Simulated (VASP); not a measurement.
# MoPd (P-6m2) in VASP: further runs, part 2 of 2

VASP 6.6.1. The steps go on from the part before.

## (4) Single point, LDA

This run uses another cell than the first one, of 15.02 Å³/atom, 1.058 times its volume.

Input file INCAR:

```
  PREC = Accurate
  ENCUT = 520
  EDIFF = 1E-6
  ISMEAR = 1
  SIGMA = 0.1
  LREAL = False
  LASPH = True
  NELM = 60
  ALGO = Normal
  ISIF = 2
  LWAVE = False
  LCHARG = False
  GGA = CA
  NBANDS = 19
```

Input file KPOINTS:

```
Automatic mesh
0
Gamma
  9 9 5
```

Input file POSCAR:

```
MoPd
1.0
    2.7688372869      0.0000000000      0.0000000000
   -1.3844186435      2.3978835171      0.0000000000
    0.0000000000      0.0000000000      4.5254147938
Mo Pd
1 1
Direct
    0.6666666667      0.3333333333      0.5000000000
    0.3333333333      0.6666666667      0.0000000000
```

Potentials or basis: VASP PAW LDA potentials, release 64 (Mo_sv, Pd).

Run with:

```
$ cat potpaw_LDA.64/Mo_sv/POTCAR potpaw_LDA.64/Pd/POTCAR > POTCAR
$ mpirun -np 1 vasp_std > vasp.out
```

OUTCAR:

```text
PREC = Accurate
   ENCUT = 520
   EDIFF = 1E-6
   ISMEAR = 1
   LREAL = False
   LASPH = True
   NELM = 60
   ISIF = 2
   GGA = CA

 ion  position               nearest neighbor table
   1  0.667  0.333  0.500-   2 2.77   2 2.77   2 2.77   2 2.77   2 2.77   2 2.77
   2  0.333  0.667  0.000-   1 2.77   1 2.77   1 2.77   1 2.77   1 2.77   1 2.77

  LATTYP: Found a hexagonal cell.
 ALAT       =     2.7688372869
 C/A-ratio  =     1.6344097991

  Lattice vectors:

 A1 = (   2.7688372869,   0.0000000000,   0.0000000000)
 A2 = (  -1.3844186435,   2.3978835171,   0.0000000000)
 A3 = (   0.0000000000,   0.0000000000,   4.5254147938)

Analysis of symmetry for initial positions (statically):
=====================================================================
 Subroutine PRICEL returns:
 Original cell was already a primitive cell.

 Routine SETGRP: Setting up the symmetry group for a
 hexagonal supercell.

 Subroutine GETGRP returns: Found 12 space group operations
 (whereof 12 operations were pure point group operations)
 out of a pool of 24 trial point group operations.

The static configuration has the point symmetry D_3h.

Analysis of symmetry for dynamics (positions and initial velocities):
=====================================================================
 Subroutine PRICEL returns:
 Original cell was already a primitive cell.

 Routine SETGRP: Setting up the symmetry group for a
 hexagonal supercell.

 Subroutine GETGRP returns: Found 12 space group operations
 (whereof 12 operations were pure point group operations)
 out of a pool of 24 trial point group operations.

The dynamic configuration has the point symmetry D_3h.

 Subroutine INISYM returns: Found 12 space group operations
 (whereof 12 operations are pure point group operations),
 and found     1 'primitive' translations
[... 102 lines left out ...]
   ISYM   =      2    0-nonsym 1-usesym 2-fastsym
   POTIM  = 0.5000    time-step for ionic-motion
   TEBEG  =    0.0;   TEEND  =   0.0 temperature during run
   PSTRESS=    0.0 pullay stress
   NELECT =      24.0000    total number of electrons
   NUPDOWN=      -1.0000    fix difference up-down
   EMIN   =  10.00;   EMAX   =-10.00  energy-range for DOS
   EFERMI =   0.00;   METHOD = LEGACY
   ISMEAR =     1;   SIGMA  =   0.10  broadening in eV -4-tet -1-fermi 0-gaus
   EFERMI_NEDOS =   21; number of points for ismear=-14 and -15
   IALGO  =     38    algorithm
   IMIX   =      4    mixing-type and parameters
     AMIX     =   0.40;   BMIX     =  1.00
     AMIX_MAG =   1.60;   BMIX_MAG =  1.00
  volume/ion in A,a.u.               =      15.02       101.38
  Fermi-wavevector in a.u.,A,eV,Ry     =   1.518975  2.870446 31.392516  2.307285
  Thomas-Fermi vector in A             =   2.628023
   LORBIT       =      0    0 simple, 1 ext, 2 COOP (PROOUT), +10 PAW based schemes
   GGA     = CA    functional components
   LHFCALC =     F    Hartree Fock is set to
   AEXX    =    0.0000 exact exchange contribution
   IVDW    =     0    specifies the selected vdW correction
   LEPSILON=     F    determine dielectric tensor
   LRPA    =     F    only Hartree local field effects (RPA)
 non-spin polarized calculation
 Methfessel and Paxton  Order N= 1 SIGMA  =   0.10
  energy-cutoff  :      520.00
  volume of cell :       30.05
 maximum number of plane-waves:       821
 NGX is ok and might be reduce to    24
   NGX = 11   NGY = 11   NGZ = 17

 number of electron      23.9999999 magnetization

 Free energy of the ion-electron system (eV)
  ---------------------------------------------------
  ext. energy  EPLUGINS =         0.00000000
  ---------------------------------------------------
  free energy    TOTEN  =       -18.58656785 eV

  energy without entropy =      -18.58607867  energy(sigma->0) =      -18.58640479

 E-fermi :  11.4054     XC(G=0): -13.6330

 val. band max:       11.3950721335   @ k =   0.2222   0.2222   0.0000
 cond. band min:      11.4336394355   @ k =   0.1111   0.0000   0.2000
 fundamental gap:      0.0385673020
 Fermi energy:        11.4054122284

 k-point     1 :       0.0000    0.0000    0.0000
  band No.  band energies     occupation
      1     -49.2131      2.00000
      2     -23.5658      2.00000
      3     -22.7580      2.00000
      4     -22.7580      2.00000
      5       3.9167      2.00000
      6       5.7459      2.00000
[... 505 lines left out ...]
      6       7.1130      2.00000
[... 11 lines left out ...]
     18      23.4289      0.00000
     19      24.2931      0.00000

 [... further k-points ...]
[... 5 lines left out ...]
  --------------------------------------------------------------------------------------
  -------------------------------------------------------------------------------------
  Total       -1.7858768     -1.7858769     -1.5818295      0.0000000     -0.0000000      0.0000000
  in kB      -95.2309622    -95.2309692    -84.3502459      0.0000000     -0.0000000      0.0000000
  external PRESSURE =     -91.6040591 kB  Pullay stress =       0.0000000 kB

 VOLUME and BASIS-vectors are now :
 -----------------------------------------------------------------------------
  energy-cutoff  :      520.00
  volume of cell :       30.05
      direct lattice vectors                 reciprocal lattice vectors
     2.768837287  0.000000000  0.000000000     0.361162429  0.208517218  0.000000000
    -1.384418644  2.397883517  0.000000000     0.000000000  0.417034436  0.000000000
     0.000000000  0.000000000  4.525414794     0.000000000  0.000000000  0.220974219

 POSITION                                       TOTAL-FORCE (eV/Angst)
 -----------------------------------------------------------------------------------
      1.38442      0.79929      2.26271         0.000000      0.000000      0.000000
     -0.00000      1.59859      0.00000        -0.000000     -0.000000      0.000000
 -----------------------------------------------------------------------------------
    total drift:                               -0.000000      0.000000      0.000000

  FREE ENERGIE OF THE ION-ELECTRON SYSTEM (eV)
  ---------------------------------------------------
  free  energy   TOTEN  =       -18.5865678509 eV

  energy  without entropy=      -18.5860786656  energy(sigma->0) =      -18.58640479
```

OSZICAR:

```text
N       E                     dE             d eps       ncg     rms          rms(c)
DAV:   1     0.205979783801E+03    0.20598E+03   -0.14359E+04  1368   0.130E+03
DAV:   2    -0.155921702793E+02   -0.22157E+03   -0.21672E+03  1435   0.374E+02
DAV:   3    -0.198023656969E+02   -0.42102E+01   -0.41842E+01  1571   0.556E+01
DAV:   4    -0.198240269145E+02   -0.21661E-01   -0.21657E-01  1518   0.405E+00
DAV:   5    -0.198243102275E+02   -0.28331E-03   -0.28331E-03  1521   0.470E-01    0.165E+01
DAV:   6    -0.188493216969E+02    0.97499E+00   -0.39919E+00  1494   0.166E+01    0.625E+00
DAV:   7    -0.189275561033E+02   -0.78234E-01   -0.38575E+00  1473   0.133E+01    0.469E+00
DAV:   8    -0.186019423021E+02    0.32561E+00   -0.20604E+00  1452   0.903E+00    0.157E+00
DAV:   9    -0.185890256840E+02    0.12917E-01   -0.91907E-02  1440   0.219E+00    0.498E-01
DAV:  10    -0.185865808958E+02    0.24448E-02   -0.12404E-02  1502   0.780E-01    0.874E-02
DAV:  11    -0.185865799286E+02    0.96727E-06   -0.20752E-04  1488   0.106E-01    0.592E-02
DAV:  12    -0.185865714562E+02    0.84724E-05   -0.12385E-04  1488   0.723E-02    0.152E-02
DAV:  13    -0.185865679989E+02    0.34573E-05   -0.20099E-05  1463   0.295E-02    0.504E-03
DAV:  14    -0.185865678509E+02    0.14800E-06   -0.63111E-07   789   0.691E-03
   1 F= -.18586568E+02 E0= -.18586405E+02  d E =-.489185E-03
```

stdout:

```text
POSCAR found type information on POSCAR MoPd
 POSCAR found :  2 types and       2 ions
 scaLAPACK will be used
 LDA part: xc-table for (Slater(with rela. corr.)+CA(PZ))
 , standard interpolation
 POSCAR, INCAR and KPOINTS ok, starting setup
 FFT: planning ... GRIDC
 FFT: planning ... GRID_SOFT
 FFT: planning ... GRID
 WAVECAR not read
 entering main loop
```

Run time: 13 s. Hardware: 1 thread of Intel Xeon Platinum 8488C (Sapphire Rapids), shared host; peak memory 0.14 GiB.

What came out:

- Free energy: -18.5866 eV
- Pressure: -9.2 GPa
- Band gap on the k mesh: zero (band 12 reaches 12.58 eV, above the bottom of band 13 at 10.66 eV)

Levels at points of the mesh, in eV from the Fermi level:
```
           k point  band 10  band 11  band 12  band 13  band 14  band 15
(0.00, 0.00, 0.00)    -2.15    -2.15    -0.51    -0.51     0.88     2.41
```

## (5) Summary

| cell | gap on the mesh (eV) | pressure (GPa) |
| --- | --- | --- |
| a = 2.717, b = 2.717, c = 4.441 Å, angles 90.0, 90.0, 120.0°, 2 atoms | none | 5.3 |
| a = 2.743, b = 2.743, c = 4.484 Å, angles 90.0, 90.0, 120.0°, 2 atoms | none | -2.5 |
| a = 2.769, b = 2.769, c = 4.525 Å, angles 90.0, 90.0, 120.0°, 2 atoms | none | -9.2 |

Alike in all rows: task single point; level LDA; potentials or basis VASP PAW LDA potentials, release 64 (Mo_sv, Pd); no spin polarisation; k mesh 9 × 9 × 5; cutoff (eV) 520; smearing methfessel-paxton 0.1 eV.

Absolute energies hang on the potentials; compare differences alone.
